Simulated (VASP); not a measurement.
# TiAl4Ni3 (P4/mmm) in VASP: single point with PBE

Aim: the single point of TiAl4Ni3 with PBE.

Everything below comes from runs of VASP 6.6.1. Logs are shortened: lines on timing, memory, paths and dates and some standing lists are left out, and cuts for length are marked.

## (1) The cell of the first run

The structure is tetragonal, space group P4/mmm (No. 123). The conventional cell has a = 5.979 Å, b = 5.979 Å, c = 2.990 Å, α = 90.00°, β = 90.00°, γ = 90.00°. Ti (site symmetry 4/mmm) has 8 Al at 2.59 Å and 2 Ti at 2.99 Å and 4 Ni at 2.99 Å within 3.4 Å. Within 3.4 Å of Al (site symmetry m2m) lie 2 Ti at 2.59 Å and 6 Ni at 2.59 Å and 6 Al at 2.99 Å. Within 3.4 Å of Ni (site symmetry mmm) lie 8 Al at 2.59 Å and 4 Ni at 2.99 Å and 2 Ti at 2.99 Å. Ni (site symmetry 4/mmm) has 8 Al at 2.59 Å and 6 Ni at 2.99 Å within 3.4 Å.

## (2) Single point, PBE, collinear spin, ferromagnetic start

INCAR reads:

```
SYSTEM = TiAl4Ni3
PREC = Accurate ; ENCUT = 520
EDIFF = 1E-6 ; ISMEAR = 0
SIGMA = 0.1 ; LREAL = .FALSE.
LASPH = .TRUE. ; NELM = 150
ALGO = Normal ; ISIF = 2
LWAVE = .FALSE. ; LCHARG = .FALSE.
ISPIN = 2 ; MAGMOM = 0 0 0 0 0 2 2 2
LORBIT = 11 ; LMAXMIX = 4
GGA = PE ; NBANDS = 41
```

KPOINTS reads:

```
Automatic mesh
0
G
  4 4 6
  0 0 0
```

POSCAR reads:

```
TiAl4Ni3
1.0
    5.9793878400      0.0000000000      0.0000000000
    0.0000000000      5.9793878400      0.0000000000
    0.0000000000      0.0000000000      2.9896939200
Ti Al Ni
1 4 3
Direct
    0.5000000000      0.5000000000      0.5000000000
    0.2500000000      0.7500000000      0.0000000000
    0.2500000000      0.2500000000      0.0000000000
    0.7500000000      0.7500000000      0.0000000000
    0.7500000000      0.2500000000      0.0000000000
    0.5000000000      0.0000000000      0.5000000000
    0.0000000000      0.0000000000      0.5000000000
    0.0000000000      0.5000000000      0.5000000000
```

Potentials or basis: VASP PAW PBE potentials, release 64 (Ti_sv, Al, Ni).

Command:

```bash
> cat potpaw_PBE.64/Ti_sv/POTCAR potpaw_PBE.64/Al/POTCAR potpaw_PBE.64/Ni/POTCAR > POTCAR
> mpirun -np 1 vasp_std > vasp.out
```

OUTCAR:

```text
SYSTEM = TiAl4Ni3
   PREC = Accurate
   ENCUT = 520
   EDIFF = 1E-6
   ISMEAR = 0
   LREAL = .FALSE.
   LASPH = .TRUE.
   NELM = 150
   ISIF = 2
   ISPIN = 2
   LORBIT = 11
   GGA = PE

 ion  position               nearest neighbor table
   1  0.500  0.500  0.500-   2 2.59   3 2.59   4 2.59   5 2.59   2 2.59   3 2.59   4 2.59   5 2.59
                             6 2.99   8 2.99   6 2.99   8 2.99
   2  0.250  0.750  0.000-   1 2.59   6 2.59   7 2.59   8 2.59   1 2.59   6 2.59   7 2.59   8 2.59
                             4 2.99   3 2.99   3 2.99   4 2.99
   3  0.250  0.250  0.000-   1 2.59   6 2.59   7 2.59   8 2.59   1 2.59   6 2.59   7 2.59   8 2.59
                             5 2.99   2 2.99   2 2.99   5 2.99
   4  0.750  0.750  0.000-   1 2.59   6 2.59   7 2.59   8 2.59   1 2.59   6 2.59   7 2.59   8 2.59
                             5 2.99   2 2.99   5 2.99   2 2.99
   5  0.750  0.250  0.000-   1 2.59   6 2.59   7 2.59   8 2.59   1 2.59   6 2.59   7 2.59   8 2.59
                             4 2.99   3 2.99   4 2.99   3 2.99
   6  0.500  0.000  0.500-   2 2.59   3 2.59   4 2.59   5 2.59   2 2.59   3 2.59   4 2.59   5 2.59
                             1 2.99   7 2.99   1 2.99   7 2.99
   7  0.000  0.000  0.500-   2 2.59   3 2.59   4 2.59   5 2.59   2 2.59   3 2.59   4 2.59   5 2.59
                             6 2.99   8 2.99   8 2.99   6 2.99
   8  0.000  0.500  0.500-   2 2.59   3 2.59   4 2.59   5 2.59   2 2.59   3 2.59   4 2.59   5 2.59
                             1 2.99   7 2.99   7 2.99   1 2.99

  LATTYP: Found a simple tetragonal cell.
 ALAT       =     5.9793878400
 C/A-ratio  =     0.5000000000

  Lattice vectors:

 A1 = (   5.9793878400,   0.0000000000,   0.0000000000)
 A2 = (   0.0000000000,   5.9793878400,   0.0000000000)
 A3 = (   0.0000000000,   0.0000000000,   2.9896939200)

Analysis of symmetry for initial positions (statically):
=====================================================================
 Subroutine PRICEL returns:
 Original cell was already a primitive cell.

 Routine SETGRP: Setting up the symmetry group for a
 simple tetragonal supercell.

 Subroutine GETGRP returns: Found 16 space group operations
 (whereof 16 operations were pure point group operations)
 out of a pool of 16 trial point group operations.

The static configuration has the point symmetry D_4h.

Analysis of symmetry for dynamics (positions and initial velocities):
=====================================================================
 Subroutine PRICEL returns:
 Original cell was already a primitive cell.

 Routine SETGRP: Setting up the symmetry group for a
 simple tetragonal supercell.

 Subroutine GETGRP returns: Found 16 space group operations
 (whereof 16 operations were pure point group operations)
 out of a pool of 16 trial point group operations.

The dynamic configuration has the point symmetry D_4h.

Analysis of structural, dynamic, and magnetic symmetry:
=====================================================================
 Subroutine PRICEL returns:
 Original cell was already a primitive cell.

 Routine SETGRP: Setting up the symmetry group for a
 simple tetragonal supercell.

 Subroutine GETGRP returns: Found 16 space group operations
 (whereof 16 operations were pure point group operations)
 out of a pool of 16 trial point group operations.

The overall configuration has the point symmetry D_4h.

 Subroutine INISYM returns: Found 16 space group operations
 (whereof 16 operations are pure point group operations),
 and found     1 'primitive' translations

----------------------------------------------------------------------------------------

                                     Primitive cell

  volume of cell :     106.8908

  direct lattice vectors                    reciprocal lattice vectors
     5.979387840  0.000000000  0.000000000     0.167241200  0.000000000  0.000000000
     0.000000000  5.979387840  0.000000000     0.000000000  0.167241200  0.000000000
     0.000000000  0.000000000  2.989693920     0.000000000  0.000000000  0.334482401

  length of vectors
     5.979387840  5.979387840  2.989693920     0.167241200  0.167241200  0.334482401

  position of ions in fractional coordinates (direct lattice)
     0.500000000  0.500000000  0.500000000
     0.250000000  0.750000000  0.000000000
     0.250000000  0.250000000  0.000000000
     0.750000000  0.750000000  0.000000000
     0.750000000  0.250000000  0.000000000
[... 77 lines left out ...]
   ISTART =      0    job   : 0-new  1-cont  2-samecut
   ICHARG =      2    charge: 1-file 2-atom 10-const
   ISPIN  =      2    spin polarized calculation?
   LNONCOLLINEAR =      F non collinear calculations
   LSORBIT =      F    spin-orbit coupling
   LASPH  =      T    aspherical Exc in radial PAW
   ENCUT  =  520.0 eV  38.22 Ry    6.18 a.u.  11.12 11.12  5.56*2*pi/ulx,y,z
   NELM   =    150;   NELMIN=  2; NELMDL= -5     # of ELM steps
   EDIFF  = 0.1E-05   stopping-criterion for ELM
   LREAL  =      F    real-space projection
   EDIFFG = 0.1E-04   stopping-criterion for IOM
   NSW    =      0    number of steps for IOM
   IBRION =     -1    ionic relax: 0-MD 1-quasi-New 2-CG
   NFREE  =      0    steps in history (QN), initial steepest desc. (CG)
   ISIF   =      2    stress and relaxation
   ISYM   =      2    0-nonsym 1-usesym 2-fastsym
   POTIM  = 0.5000    time-step for ionic-motion
   TEBEG  =    0.0;   TEEND  =   0.0 temperature during run
   PSTRESS=    0.0 pullay stress
   NELECT =      54.0000    total number of electrons
   NUPDOWN=      -1.0000    fix difference up-down
   EMIN   =  10.00;   EMAX   =-10.00  energy-range for DOS
   EFERMI =   0.00;   METHOD = LEGACY
   ISMEAR =     0;   SIGMA  =   0.10  broadening in eV -4-tet -1-fermi 0-gaus
   EFERMI_NEDOS =   21; number of points for ismear=-14 and -15
   IALGO  =     38    algorithm
   IMIX   =      4    mixing-type and parameters
     AMIX     =   0.40;   BMIX     =  1.00
     AMIX_MAG =   1.60;   BMIX_MAG =  1.00
  volume/ion in A,a.u.               =      13.36        90.17
  Fermi-wavevector in a.u.,A,eV,Ry     =   1.303845  2.463910 23.130071  1.700012
  Thomas-Fermi vector in A             =   2.434820
   LORBIT       =     11    0 simple, 1 ext, 2 COOP (PROOUT), +10 PAW based schemes
   GGA     = PE    functional components
   LHFCALC =     F    Hartree Fock is set to
   AEXX    =    0.0000 exact exchange contribution
   IVDW    =     0    specifies the selected vdW correction
   LEPSILON=     F    determine dielectric tensor
   LRPA    =     F    only Hartree local field effects (RPA)
 spin polarized calculation
 Gauss-broadening in eV      SIGMA  =   0.10
  energy-cutoff  :      520.00
  volume of cell :      106.89
 maximum number of plane-waves:      2936
 NGX is ok and might be reduce to    48
   NGX = 23   NGY = 23   NGZ = 11

 number of electron      53.9999972 magnetization      -0.0004311

 number of electron      53.9999972 magnetization       0.0017408

 Free energy of the ion-electron system (eV)
  ---------------------------------------------------
  ext. energy  EPLUGINS =         0.00000000
  ---------------------------------------------------
  free energy    TOTEN  =       -42.92627291 eV

  energy without entropy =      -42.90411832  energy(sigma->0) =      -42.91519561

 E-fermi :   9.1270     XC(G=0): -11.6206

 val. band max:        9.1134257551   @ k =   0.5000   0.2500   0.0000
 cond. band min:       9.1788103950   @ k =   0.2500   0.0000   0.5000
 fundamental gap:      0.0653846400
 Fermi energy:         9.1270424251

 spin component 1

 k-point     1 :       0.0000    0.0000    0.0000
  band No.  band energies     occupation
      1     -47.1750      1.00000
      2     -23.5493      1.00000
      3     -23.5493      1.00000
      4     -23.2901      1.00000
      5      -1.1146      1.00000
      6       2.7458      1.00000
[... 997 lines left out ...]
     38      14.2093      0.00000
     39      14.8219      0.00000
 Fermi energy:         9.1270424251

 spin component 2

 k-point     1 :       0.0000    0.0000    0.0000
  band No.  band energies     occupation
      1     -47.1749      1.00000
      2     -23.5491      1.00000
      3     -23.5491      1.00000
      4     -23.2901      1.00000
      5      -1.1142      1.00000
      6       2.7461      1.00000
[... 997 lines left out ...]
     38      14.2097      0.00000
     39      14.8221      0.00000
 [bands above 39 left out]

------------------------ aborting loop because EDIFF is reached ----------------------------------------

  FORCE on cell =-STRESS in cart. coord.  units (eV):
  Direction    XX          YY          ZZ          XY          YZ          ZX
  --------------------------------------------------------------------------------------
  -------------------------------------------------------------------------------------
  Total       -0.7141379     -0.7141379     -0.1017099      0.0000000     -0.0000000     -0.0000000
  in kB      -10.7041573    -10.7041573     -1.5245218      0.0000000     -0.0000000     -0.0000000
  external PRESSURE =      -7.6442788 kB  Pullay stress =       0.0000000 kB

 VOLUME and BASIS-vectors are now :
 -----------------------------------------------------------------------------
  energy-cutoff  :      520.00
  volume of cell :      106.89
      direct lattice vectors                 reciprocal lattice vectors
     5.979387840  0.000000000  0.000000000     0.167241200  0.000000000  0.000000000
     0.000000000  5.979387840  0.000000000     0.000000000  0.167241200  0.000000000
     0.000000000  0.000000000  2.989693920     0.000000000  0.000000000  0.334482401

 POSITION                                       TOTAL-FORCE (eV/Angst)
 -----------------------------------------------------------------------------------
      2.98969      2.98969      1.49485        -0.000000      0.000000      0.000000
      1.49485      4.48454      0.00000        -1.042860      1.042860      0.000000
      1.49485      1.49485      0.00000        -1.042860     -1.042860     -0.000000
      4.48454      4.48454      0.00000         1.042860      1.042860     -0.000000
      4.48454      1.49485      0.00000         1.042860     -1.042860      0.000000
      2.98969      0.00000      1.49485        -0.000000      0.000000      0.000000
      0.00000      0.00000      1.49485        -0.000000      0.000000      0.000000
      0.00000      2.98969      1.49485        -0.000000      0.000000      0.000000
 -----------------------------------------------------------------------------------
    total drift:                                0.000000      0.000000     -0.000000

  FREE ENERGIE OF THE ION-ELECTRON SYSTEM (eV)
  ---------------------------------------------------
  free  energy   TOTEN  =       -42.9262729072 eV

  energy  without entropy=      -42.9041183162  energy(sigma->0) =      -42.91519561

 total charge

# of ion       s       p       d       tot
------------------------------------------
    1        2.214   6.173   2.099  10.486
    2        0.402   0.395   0.000   0.797
    3        0.402   0.395   0.000   0.797
    4        0.402   0.395   0.000   0.797
    5        0.402   0.395   0.000   0.797
    6        0.449   0.431   8.431   9.311
    7        0.425   0.425   8.435   9.284
    8        0.449   0.431   8.431   9.311
--------------------------------------------------
tot          5.146   9.038  27.396  41.580

 magnetization (x)

# of ion       s       p       d       tot
------------------------------------------
    1       -0.000   0.000   0.000   0.000
    2        0.000   0.000   0.000   0.000
    3        0.000   0.000   0.000   0.000
    4        0.000   0.000   0.000   0.000
    5        0.000   0.000   0.000   0.000
    6        0.000   0.000  -0.000  -0.000
    7        0.000   0.000  -0.000  -0.000
    8        0.000   0.000  -0.000  -0.000
--------------------------------------------------
tot          0.000   0.000  -0.000   0.000
```

Run time: 4 min. Hardware: 1 thread of Intel Xeon Platinum 8375C at 2.90GHz (Ice Lake), shared host; peak memory 0.36 GiB.

What came out:

| Property | Result |
| --- | --- |
| Free energy | -42.9263 eV |
| Pressure | -0.8 GPa |
| Largest force | 1.475 eV/Å |
| Band gap on the k mesh | zero (filled and empty bands overlap) |
| Net moment | 0.00 μB per cell |
| Valence electrons inside the program's atomic spheres | Ti 10.49; Al 0.80; Ni 9.31, 9.28 (each value once) |

Forces on the atoms (eV/Å):
```
Ti   0.000  0.000  0.000
Al  -1.043  1.043  0.000
Al  -1.043 -1.043  0.000
Al   1.043  1.043  0.000
Al   1.043 -1.043  0.000
Ni   0.000  0.000  0.000
Ni   0.000  0.000  0.000
Ni   0.000  0.000  0.000
```

Stress tensor (GPa, compression positive):
```
-1.07  0.00  0.00
 0.00 -1.07  0.00
 0.00  0.00 -0.15
```

Caveat: forces of over 1 eV/Å act on the atoms, so gaps and moduli don't describe the material at rest.
